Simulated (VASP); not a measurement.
Set up this calculation in VASP 6.6.1, as the native input.

| Quantity | Value |
| --- | --- |
| Task | single point |
| Functional | PBE |
| Potentials or basis | VASP PAW PBE potentials, release 64 (Co) |
| Cutoff | 520 eV |
| k mesh | 15 × 15 × 8 |
| Occupations | fermi-dirac, width 0.1 eV |
| Spin | collinear spin, ferromagnetic start |
| Starting moments | [1.8, 1.8] μB |
| Dipole correction | no |
| Further INCAR settings | ALGO = Normal; EDIFF = 1e-07; NBANDS = 20 |

The structure of Co lies in POSCAR:

```
Co
1.0
    2.4648934833      0.0000000000      0.0000000000
   -1.2324467416      2.1346602783      0.0000000000
    0.0000000000      0.0000000000      4.0009053153
Co
2
Direct
    0.3333333333      0.6666666667      0.2500000000
    0.6666666667      0.3333333333      0.7500000000
```

These files were run (other wordings do the same):

INCAR

```
SYSTEM = Co
PREC = Accurate
ENCUT = 520
EDIFF = 1E-7
ISMEAR = -1
SIGMA = 0.1
LREAL = .FALSE.
LASPH = .TRUE.
NELM = 150
ALGO = Normal
ISIF = 2
LWAVE = .FALSE.
LCHARG = .FALSE.
ISPIN = 2
MAGMOM = 1.8 1.8
LORBIT = 11
LMAXMIX = 4
GGA = PE
NBANDS = 20
```

KPOINTS

```
Automatic mesh
0
G
  15 15 8
  0 0 0
```

Potentials or basis: VASP PAW PBE potentials, release 64 (Co).

Launch:

```sh
$ cat potpaw_PBE.64/Co/POTCAR > POTCAR
$ mpirun -np 1 vasp_std > vasp.out
```

It gave:

```yaml
Pressure: 6.7 GPa
Net_moment: 3.18 μB per cell
Site_moments: Co +1.60 μB
Valence_electrons_inside_the_program's_atomic_spheres: Co 8.33
```

Caveat: the cell stands under pressure.

Run time: 86 s on 1 thread of AMD EPYC 7R13 Processor (Zen 3), on a shared host, peak memory 0.16 GiB.
